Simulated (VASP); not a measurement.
# Co in VASP: further runs

The runs below take Co through single point, with PBE.

Program: VASP 6.6.1. These are calculated values, not measurements. Logs are shortened: lines on timing, memory, paths and dates and some standing lists are left out, and cuts for length are marked.

**1. The cell of the first run**

The cell holds a slab with vacuum, 1 atom: a = 2.493 Å, b = 2.493 Å, c = 13.000 Å, α = 90.00°, β = 90.00°, γ = 120.00°.

**2. Single point, PBE, collinear spin, ferromagnetic start**

Input file INCAR:

```
SYSTEM = Co
  ALGO = Normal
  DIPOL = 0.5 0.5 0.500
  EDIFF = 1E-6
  ENCUT = 520
  GGA = PE
  IDIPOL = 3
  ISIF = 2
  ISMEAR = -1
  ISPIN = 2
  LASPH = .TRUE.
  LCHARG = .TRUE.
  LDIPOL = .TRUE.
  LELF = .TRUE.
  LMAXMIX = 4
  LORBIT = 11
  LREAL = .FALSE.
  LVACPOTAV = .TRUE.
  LVHAR = .TRUE.
  LWAVE = .FALSE.
  MAGMOM = 1.7
  NBANDS = 14
  NELM = 150
  PREC = Accurate
  SIGMA = 0.1
```

Input file KPOINTS:

```
k-points
0
G
  15 15 1
  0 0 0
```

Input file POSCAR:

```
Co
1.0
    2.4930398437      0.0000000000      0.0000000000
   -1.2465199218      2.1590358373      0.0000000000
    0.0000000000      0.0000000000     13.0000000000
Co
1
Direct
    0.0000000000      0.0000000000      0.5000000000
```

Potentials or basis: VASP PAW PBE potentials, release 64 (Co).

Started as:

```bash
> cat potpaw_PBE.64/Co/POTCAR > POTCAR
> mpirun -np 1 vasp_std > vasp.out
```

OUTCAR:

```text
SYSTEM = Co
   EDIFF = 1E-6
   ENCUT = 520
   GGA = PE
   ISIF = 2
   ISMEAR = -1
   ISPIN = 2
   LASPH = .TRUE.
   LORBIT = 11
   LREAL = .FALSE.
   NELM = 150
   PREC = Accurate

 ion  position               nearest neighbor table
   1  0.000  0.000  0.500-

  LATTYP: Found a hexagonal cell.
 ALAT       =     2.4930398437
 C/A-ratio  =     5.2145175429

  Lattice vectors:

 A1 = (   2.4930398437,   0.0000000000,   0.0000000000)
 A2 = (  -1.2465199218,   2.1590358373,   0.0000000000)
 A3 = (   0.0000000000,   0.0000000000,  13.0000000000)

Analysis of symmetry for initial positions (statically):
=====================================================================
 Subroutine PRICEL returns:
 Original cell was already a primitive cell.

 Routine SETGRP: Setting up the symmetry group for a
 hexagonal supercell.

 Subroutine GETGRP returns: Found 24 space group operations
 (whereof 24 operations were pure point group operations)
 out of a pool of 24 trial point group operations.

The static configuration has the point symmetry D_6h.

Analysis of symmetry for dynamics (positions and initial velocities):
=====================================================================
 Subroutine PRICEL returns:
 Original cell was already a primitive cell.

 Routine SETGRP: Setting up the symmetry group for a
 hexagonal supercell.

 Subroutine GETGRP returns: Found 24 space group operations
 (whereof 24 operations were pure point group operations)
 out of a pool of 24 trial point group operations.

The dynamic configuration has the point symmetry D_6h.

Analysis of structural, dynamic, and magnetic symmetry:
=====================================================================
 Subroutine PRICEL returns:
 Original cell was already a primitive cell.

 Routine SETGRP: Setting up the symmetry group for a
 hexagonal supercell.

 Subroutine GETGRP returns: Found 24 space group operations
 (whereof 24 operations were pure point group operations)
 out of a pool of 24 trial point group operations.

The overall configuration has the point symmetry D_6h.

 Subroutine INISYM returns: Found 24 space group operations
 (whereof 24 operations are pure point group operations),
 and found     1 'primitive' translations

----------------------------------------------------------------------------------------

                                     Primitive cell

  volume of cell :      69.9733

  direct lattice vectors                    reciprocal lattice vectors
     2.493039844  0.000000000  0.000000000     0.401116734  0.231584854  0.000000000
    -1.246519922  2.159035837  0.000000000     0.000000000  0.463169709  0.000000000
     0.000000000  0.000000000 13.000000000     0.000000000  0.000000000  0.076923077

  length of vectors
     2.493039844  2.493039844 13.000000000     0.463169709  0.463169709  0.076923077

  position of ions in fractional coordinates (direct lattice)
     0.000000000  0.000000000  0.500000000

  ion indices of the primitive-cell ions
   primitive index   ion index
                 1           1

----------------------------------------------------------------------------------------

 KPOINTS: k-points

Automatic generation of k-mesh.
 Grid dimensions read from file:
 generate k-points for:   15   15    1

 Generating k-lattice:

  Cartesian coordinates                     Fractional coordinates (reciprocal lattice)
     0.026741116  0.015438990  0.000000000     0.066666667  0.000000000  0.000000000
     0.000000000  0.030877981  0.000000000     0.000000000  0.066666667  0.000000000
     0.000000000  0.000000000  0.076923077     0.000000000  0.000000000  1.000000000

  Length of vectors
     0.030877981  0.030877981  0.076923077

  Shift w.r.t. Gamma in fractional coordinates (k-lattice)
     0.000000000  0.000000000  0.000000000

 Subroutine IBZKPT returns following result:
 ===========================================

 Found     27 irreducible k-points:

 Following reciprocal coordinates:
            Coordinates               Weight
  0.000000  0.000000  0.000000      1.000000
  0.066667  0.000000  0.000000      6.000000
  0.133333  0.000000  0.000000      6.000000
  0.200000 -0.000000  0.000000      6.000000
  0.266667  0.000000  0.000000      6.000000
  0.333333  0.000000  0.000000      6.000000
[... 16 lines left out ...]
  0.333333  0.200000  0.000000     12.000000
  0.400000  0.200000  0.000000      6.000000
 [... further k-points ...]
   k-points           NKPTS =     27   k-points in BZ     NKDIM =     27   number of bands    NBANDS=     14
   number of dos      NEDOS =    301   number of ions     NIONS =      1
   total plane-waves  NPLWV =  39200
   dimension x,y,z NGX =    20 NGY =   20 NGZ =   98
   dimension x,y,z NGXF=    40 NGYF=   40 NGZF=  196
   ions per type =               1
   NGX,Y,Z   is equivalent  to a cutoff of  13.34, 13.34, 12.53 a.u.
   NGXF,Y,Z  is equivalent  to a cutoff of  26.67, 26.67, 25.06 a.u.
 SYSTEM =  Co
   PREC   = accura    normal or accurate (medium, high low for compatibility)
   ISTART =      0    job   : 0-new  1-cont  2-samecut
   ICHARG =      2    charge: 1-file 2-atom 10-const
   ISPIN  =      2    spin polarized calculation?
   LNONCOLLINEAR =      F non collinear calculations
   LSORBIT =      F    spin-orbit coupling
   LASPH  =      T    aspherical Exc in radial PAW
   ENCUT  =  520.0 eV  38.22 Ry    6.18 a.u.   4.64  4.64 24.17*2*pi/ulx,y,z
   NELM   =    150;   NELMIN=  2; NELMDL= -5     # of ELM steps
   EDIFF  = 0.1E-05   stopping-criterion for ELM
   LREAL  =      F    real-space projection
   EDIFFG = 0.1E-04   stopping-criterion for IOM
   NSW    =      0    number of steps for IOM
   IBRION =     -1    ionic relax: 0-MD 1-quasi-New 2-CG
   NFREE  =      0    steps in history (QN), initial steepest desc. (CG)
   ISIF   =      2    stress and relaxation
   ISYM   =      2    0-nonsym 1-usesym 2-fastsym
   POTIM  = 0.5000    time-step for ionic-motion
   TEBEG  =    0.0;   TEEND  =   0.0 temperature during run
   PSTRESS=    0.0 pullay stress
   NELECT =       9.0000    total number of electrons
   NUPDOWN=      -1.0000    fix difference up-down
   EMIN   =  10.00;   EMAX   =-10.00  energy-range for DOS
   EFERMI =   0.00;   METHOD = LEGACY
   ISMEAR =    -1;   SIGMA  =   0.10  broadening in eV -4-tet -1-fermi 0-gaus
   EFERMI_NEDOS =   21; number of points for ismear=-14 and -15
   IALGO  =     38    algorithm
   IMIX   =      4    mixing-type and parameters
     AMIX     =   0.40;   BMIX     =  1.00
     AMIX_MAG =   1.60;   BMIX_MAG =  1.00
  volume/ion in A,a.u.               =      69.97       472.20
  Fermi-wavevector in a.u.,A,eV,Ry     =   0.826377  1.561626  9.291403  0.682899
  Thomas-Fermi vector in A             =   1.938398
   LORBIT       =     11    0 simple, 1 ext, 2 COOP (PROOUT), +10 PAW based schemes
   GGA     = PE    functional components
   LHFCALC =     F    Hartree Fock is set to
   AEXX    =    0.0000 exact exchange contribution
   IVDW    =     0    specifies the selected vdW correction
   LEPSILON=     F    determine dielectric tensor
   LRPA    =     F    only Hartree local field effects (RPA)
 spin polarized calculation
  energy-cutoff  :      520.00
  volume of cell :       69.97
 maximum number of plane-waves:      1909
 NGX is ok and might be reduce to    20
   NGX =  9   NGY =  9   NGZ = 49

 number of electron       8.9999999 magnetization       1.8331698

 dipolmoment           0.000000      0.000000     -0.000000 electrons x Angstroem

 Free energy of the ion-electron system (eV)
  ---------------------------------------------------
  ext. energy  EPLUGINS =         0.00000000
  ---------------------------------------------------
  free energy    TOTEN  =        -5.53154116 eV

  energy without entropy =       -5.46160507  energy(sigma->0) =       -5.49657311

 E-fermi :  -2.4642     XC(G=0):  -3.5650

 val. band max:       -2.4716404097   @ k =   0.2667   0.1333   0.0000
 cond. band min:      -2.4141996939   @ k =   0.2000  -0.0000   0.0000
 fundamental gap:      0.0574407158
 Fermi energy:        -2.4641918906

 spin component 1

 k-point     1 :       0.0000    0.0000    0.0000
  band No.  band energies     occupation
      1      -8.2122      1.00000
      2      -5.0880      1.00000
      3      -4.7371      1.00000
      4      -4.7371      1.00000
      5      -3.8476      1.00000
      6      -3.8476      1.00000
      7      -1.9340      0.00496
      8       2.0056      0.00000
      9       3.2658      0.00000
     10       3.7932      0.00000
     11       7.2685      0.00000
     12       8.0339      0.00000
     13      13.3037      0.00000
     14      14.1028      0.00000
[... 375 lines left out ...]
 k-point    24 :       0.4000    0.2000    0.0000
  band No.  band energies     occupation
      1      -5.7818      1.00000
      2      -5.4076      1.00000
      3      -4.5787      1.00000
      4      -4.2249      1.00000
      5      -4.1874      1.00000
      6       1.9086      0.00000
      7       4.3395      0.00000
      8       7.0255      0.00000
      9       8.8855      0.00000
     10       9.5840      0.00000
     11      10.7420      0.00000
     12      11.1287      0.00000
     13      12.3139      0.00000
     14      12.4318      0.00000

 [... further k-points ...]

 spin component 2

 k-point     1 :       0.0000    0.0000    0.0000
  band No.  band energies     occupation
      1      -8.0063      1.00000
      2      -3.4942      0.99997
      3      -3.0335      0.99664
      4      -3.0335      0.99664
      5      -1.9501      0.00582
      6      -1.6702      0.00036
      7      -1.6702      0.00036
      8       1.9410      0.00000
      9       3.0987      0.00000
     10       3.8538      0.00000
     11       7.1981      0.00000
     12       8.0248      0.00000
     13      13.2162      0.00000
     14      14.0871      0.00000
[... 375 lines left out ...]
 k-point    24 :       0.4000    0.2000    0.0000
  band No.  band energies     occupation
      1      -4.4581      1.00000
      2      -3.6244      0.99999
      3      -2.8163      0.97129
      4      -2.5787      0.75867
      5      -2.1975      0.06496
      6       2.3753      0.00000
      7       5.0068      0.00000
      8       7.2854      0.00000
      9       8.9175      0.00000
     10       9.9511      0.00000
     11      10.5904      0.00000
     12      11.0523      0.00000
     13      12.1960      0.00000
     14      12.3675      0.00000

 [... further k-points ...]

------------------------ aborting loop because EDIFF is reached ----------------------------------------

  FORCE on cell =-STRESS in cart. coord.  units (eV):
  Direction    XX          YY          ZZ          XY          YZ          ZX
  --------------------------------------------------------------------------------------
  -------------------------------------------------------------------------------------
  Total       -2.0788233     -2.0788233     -0.0008756     -0.0000000      0.0000000     -0.0000000
  in kB      -47.5987712    -47.5987712     -0.0200480     -0.0000000      0.0000000     -0.0000000
  external PRESSURE =     -31.7391968 kB  Pullay stress =       0.0000000 kB

 VOLUME and BASIS-vectors are now :
 -----------------------------------------------------------------------------
  energy-cutoff  :      520.00
  volume of cell :       69.97
      direct lattice vectors                 reciprocal lattice vectors
     2.493039844  0.000000000  0.000000000     0.401116734  0.231584854  0.000000000
    -1.246519922  2.159035837  0.000000000     0.000000000  0.463169709  0.000000000
     0.000000000  0.000000000 13.000000000     0.000000000  0.000000000  0.076923077

 POSITION                                       TOTAL-FORCE (eV/Angst)
 -----------------------------------------------------------------------------------
      0.00000      0.00000      6.50000         0.000000      0.000000      0.000000
 -----------------------------------------------------------------------------------
    total drift:                               -0.000000      0.000000      0.000000

  FREE ENERGIE OF THE ION-ELECTRON SYSTEM (eV)
  ---------------------------------------------------
  free  energy   TOTEN  =        -5.5315411565 eV

  energy  without entropy=       -5.4616050693  energy(sigma->0) =       -5.49657311

 vacuum level on the upper side and lower side of the slab         2.518         2.518

 total charge

# of ion       s       p       d       tot
------------------------------------------
    1        0.476   0.286   7.166   7.927

 magnetization (x)

# of ion       s       p       d       tot
------------------------------------------
    1       -0.002  -0.038   1.927   1.886
```

Wall time 86 s (1 thread of Intel Xeon 6975P-C (Granite Rapids), shared host); peak memory 0.23 GiB.

What came out:

| Quantity | Value |
| --- | --- |
| Free energy | -5.5315 eV |
| Net moment | 1.83 μB per cell |
| Site moments | Co +1.89 μB |
| Valence electrons inside the program's atomic spheres | Co 7.93 |

Levels at points of the mesh, in eV from the Fermi level:
Spin up:
| k point | band 2 | band 3 | band 4 | band 5 | band 6 | band 7 | band 8 | band 9 |
| --- | --- | --- | --- | --- | --- | --- | --- | --- |
| (0.00, 0.00, 0.00) | -2.62 | -2.27 | -2.27 | -1.38 | -1.38 | 0.53 | 4.47 | 5.73 |
Spin down:
```csv
k point,band 1,band 2,band 3,band 4,band 5,band 6,band 7,band 8
"(0.00, 0.00, 0.00)",-5.54,-1.03,-0.57,-0.57,0.51,0.79,0.79,4.41
```

**3. Single point, PBE, collinear spin, ferromagnetic start**

This run uses another cell than the first one.

Input file INCAR:

```
PREC = Accurate ; ENCUT = 520
EDIFF = 1E-6 ; ISMEAR = -1
SIGMA = 0.1 ; LREAL = F
LASPH = T ; NELM = 150
ALGO = Normal ; ISIF = 2
LWAVE = F ; LCHARG = F
ISPIN = 2 ; MAGMOM = 1.7
LORBIT = 11 ; LMAXMIX = 4
LDIPOL = T ; IDIPOL = 3
DIPOL = 0.5 0.5 0.500 ; GGA = PE
NBANDS = 14
```

Input file KPOINTS:

```
Automatic mesh
0
Gamma
  15 15 1
```

POSCAR, as its differences from that of step 2:

```diff
@@ -4,3 +4,3 @@
    -1.2465199218      2.1590358373      0.0000000000
-    0.0000000000      0.0000000000     13.0000000000
+    0.0000000000      0.0000000000     16.0000000000
 Co
```

Potentials or basis: VASP PAW PBE potentials, release 64 (Co).

Started as:

```bash
> cat potpaw_PBE.64/Co/POTCAR > POTCAR
> mpirun -np 1 vasp_std > vasp.out
```

Run time: 2.1 min. Hardware: 1 thread of Intel Xeon 6975P-C (Granite Rapids), shared host; peak memory 0.26 GiB.

The run converged. Its results:

| Quantity | Value |
| --- | --- |
| Free energy | -5.5315 eV |
| Net moment | 1.83 μB per cell |
| Site moments | Co +1.89 μB |
| Valence electrons inside the program's atomic spheres | Co 7.93 |

Levels at points of the mesh, in eV from the Fermi level:
Spin up:
| k point | band 3 | band 4 | band 5 | band 6 | band 7 | band 8 |
| --- | --- | --- | --- | --- | --- | --- |
| (0.00, 0.00, 0.00) | -2.27 | -2.27 | -1.38 | -1.38 | 0.53 | 4.55 |
Spin down:
| k point | band 2 | band 3 | band 4 | band 5 | band 6 | band 7 |
| --- | --- | --- | --- | --- | --- | --- |
| (0.00, 0.00, 0.00) | -1.03 | -0.57 | -0.57 | 0.51 | 0.79 | 0.79 |
